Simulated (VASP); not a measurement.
**CuO: relaxation of the atoms with PBEsol**

CuO:

```
Cu O
1.0
     4.16094    0.00000    0.00000
     0.00000    4.16094    0.00000
     0.00000    0.00000    3.80989
Cu O
3 3
Cartesian
  2.0805 0.0000 1.9049
  0.0000 2.0805 1.9049
  0.0000 0.0000 0.0000
  0.0000 0.0000 1.9049
  2.0805 0.0000 0.0000
  0.0000 2.0805 0.0000
```

```
Program                : VASP 6.6.1
Task                   : relaxation of the atoms
Functional             : PBEsol
Potentials or basis    : VASP PAW PBE potentials, release 64 (Cu, O)
Cutoff                 : 520 eV
k mesh                 : 6 × 6 × 6
Occupations            : fermi-dirac, width 0.05 eV
Spin                   : no spin polarisation
Dipole correction      : no
Further INCAR settings : ALGO = Normal; EDIFF = 1e-06; IBRION = 2; EDIFFG = -0.01; NSW = 60
```

```
Pressure after relaxing : -0.2 GPa
Band gap on the k mesh  : zero (an odd number of electrons rules out a gap without spin polarisation)
```

Stress tensor (GPa, compression positive):
```
-0.90  0.00  0.00
 0.00 -0.90  0.00
 0.00  0.00  1.16
```

Final structure:
```yaml
crystal:
  lattice:
    - [4.16094, 0.00000, 0.00000]
    - [0.00000, 4.16094, 0.00000]
    - [0.00000, 0.00000, 3.80989]
  atoms:
    - { symbol: Cu, position: [0.50000, 0.00000, 0.50000] }
    - { symbol: Cu, position: [0.00000, 0.50000, 0.50000] }
    - { symbol: Cu, position: [0.00000, 0.00000, 0.00000] }
    - { symbol: O, position: [0.00000, 0.00000, 0.50000] }
    - { symbol: O, position: [0.50000, 0.00000, 0.00000] }
    - { symbol: O, position: [0.00000, 0.50000, 0.00000] }
```

Levels at points of the mesh, in eV from the Fermi level:
```csv
k point,band 23,band 24,band 25,band 26,band 27,band 28,band 29,band 30
"(0.00, 0.00, 0.00)",-1.59,-1.59,-1.57,-1.48,-1.35,1.44,6.22,7.74
"(0.50, 0.00, 0.00)",-1.59,-1.47,-1.06,-0.70,-0.58,3.99,4.01,8.57
"(0.50, 0.50, 0.00)",-1.35,-0.88,-0.46,-0.46,0.92,3.67,6.38,6.38
"(0.00, 0.00, 0.50)",-1.07,-0.70,-0.14,-0.14,0.03,5.35,6.87,7.63
"(0.50, 0.00, 0.50)",-0.84,-0.41,-0.05,1.30,1.31,4.71,6.71,7.48
"(0.50, 0.50, 0.50)",0.20,1.23,1.36,1.36,1.40,1.86,6.95,8.28
```

Run time: 2.5 min on 1 thread of Intel Xeon 8259CL, on a shared host, peak memory 0.21 GiB.

Caveat: the PAW data sets were made with another functional, which shifts forces and pressure a little; an odd number of electrons without spin polarisation forces a metal; a magnetic or distorted state may lie lower; semilocal functionals often make such compounds metallic where correlation or magnetic order opens a gap, which also shifts bond lengths. With open d or f shells a metallic result of PBEsol can be an artefact of self-interaction; +U or a hybrid may open a gap.
